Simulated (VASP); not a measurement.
Wanted: the native input for a VASP 6.6.1 run.

| Item | Value |
| --- | --- |
| Task | single point |
| Functional | LDA |
| Potentials or basis | VASP PAW LDA potentials, release 64 (Cd, Te) |
| Cutoff | 520 eV |
| k mesh | 13 × 13 × 13 |
| Occupations | fermi-dirac, width 0.05 eV |
| Spin | no spin polarisation |
| Dipole correction | no |
| Further INCAR settings | ALGO = Normal; EDIFF = 1e-06; NBANDS = 16 |

The structure of CdTe (rocksalt type) lies in POSCAR:

```
CdTe
1.0
    0.0000000000      2.9050399181      2.9050399181
    2.9050399181      0.0000000000      2.9050399181
    2.9050399181      2.9050399181      0.0000000000
Cd Te
1 1
Direct
    0.0000000000      0.0000000000      0.0000000000
    0.5000000000      0.5000000000      0.5000000000
```

One way to write it, as run:

INCAR

```
SYSTEM = CdTe
PREC = Accurate
ENCUT = 520
EDIFF = 1E-6
ISMEAR = -1
SIGMA = 0.05
LREAL = .FALSE.
LASPH = .TRUE.
NELM = 100
ALGO = Normal
ISIF = 2
LWAVE = .FALSE.
LCHARG = .FALSE.
NBANDS = 16
```

KPOINTS

```
Automatic mesh
0
G
  13 13 13
  0 0 0
```

Potentials or basis: VASP PAW LDA potentials, release 64 (Cd, Te).

Run with:

```console
$ cat potpaw_LDA.64/Cd/POTCAR potpaw_LDA.64/Te/POTCAR > POTCAR
$ mpirun -np 1 vasp_std > vasp.out
```

Results of the run:

```json
{
  "Pressure": "5.0 GPa",
  "Band gap on the k mesh": "zero (bands 9 and 10 overlap by 1.59 eV)"
}
```

Caveat: the cell stands under pressure; spin-orbit coupling is left out, which moves the levels of the heavy elements.

Run time: 61 s on 1 thread of Intel Xeon 8259CL (shared host), peak memory 0.2 GiB.
